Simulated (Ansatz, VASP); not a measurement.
H in VASP and in Ansatz

Contents of INCAR:

```
ALGO     = Normal         # electronic algorithm
EDIFF    = 1E-6           # SCF threshold, eV
ENCUT    = 500            # plane-wave cutoff, eV
GGA      = PE             # functional
GGA_COMPAT= False        
ISIF     = 2              # what is computed and relaxed
ISMEAR   = -1             # smearing method
LASPH    = True           # aspherical terms in the spheres
LCHARG   = False          # write CHGCAR
LREAL    = False          # projectors in reciprocal space
LWAVE    = False          # write WAVECAR
NBANDS   = 8              # bands
NELM     = 120            # most SCF steps
PREC     = Accurate       # precision mode
SIGMA    = 0.03           # smearing width, eV
```

The input KPOINTS:

```
k-points
0
Gamma
  13 13 7
```

Contents of POSCAR:

```
H
1.0
    2.0149994853      0.0000000000      0.0000000000
   -1.0074997427      1.7450407429      0.0000000000
    0.0000000000      0.0000000000      3.2370000000
H
2
Direct
    0.3333333333      0.6666666667      0.2500000000
    0.6666666667      0.3333333333      0.7500000000
```

Input for Ansatz:

```yaml
crystal:
  lattice:
    - [2.0149994853, 0.0, 0.0]
    - [-1.0074997427, 1.7450407429, 0.0]
    - [0.0, 0.0, 3.237]
  atoms:
    - { symbol: H, position: [0.3333333333, 0.6666666667, 0.25] }
    - { symbol: H, position: [0.6666666667, 0.3333333333, 0.75] }
kpoints:
  mp_grid: { grid: [13, 13, 7] }
  band_path:
    path:
      - [0.0, 0.0, 0.0]
      - [0.5, 0.0, 0.0]
      - [0.3333333333, 0.3333333333, 0.0]
      - [0.0, 0.0, 0.0]
      - [0.0, 0.0, 0.5]
      - [0.5, 0.0, 0.5]
      - [0.3333333333, 0.3333333333, 0.5]
      - [0.0, 0.0, 0.5]
      - [0.5, 0.0, 0.5]
    npoints: 5
scf:
  occupations: { method: fermi_dirac, width: 0.03 }
hamiltonian:
  xc: pbe
  pseudopotentials:
    kind: all_electron
    lapw: { basis_error: 0.00025 }
    relativity: none
output:
  forces: true
  stress: true
  eigenvalues: true
```

Alike in both runs: task single point; functional PBE; k mesh 13 × 13 × 7; occupations fermi-dirac, width 0.03 eV; no spin polarisation.

|  | VASP | Ansatz |
| --- | --- | --- |
| version | VASP 6.6.1 | Ansatz 0.2.0 |
| potentials or method | VASP PAW PBE potentials, release 64 (H), cutoff 500 eV | all-electron LAPW, non-relativistic |

VASP gave:

* pressure (GPa): -23.9
* traceless stress, the component that is largest in VASP (GPa): -2.64

Question: What did Ansatz give for the same quantities?

Answer: Pressure (GPa): -23.6; traceless stress, the component that is largest in VASP (GPa): -2.65.

Ansatz ran all-electron here, and VASP with PAW potentials.
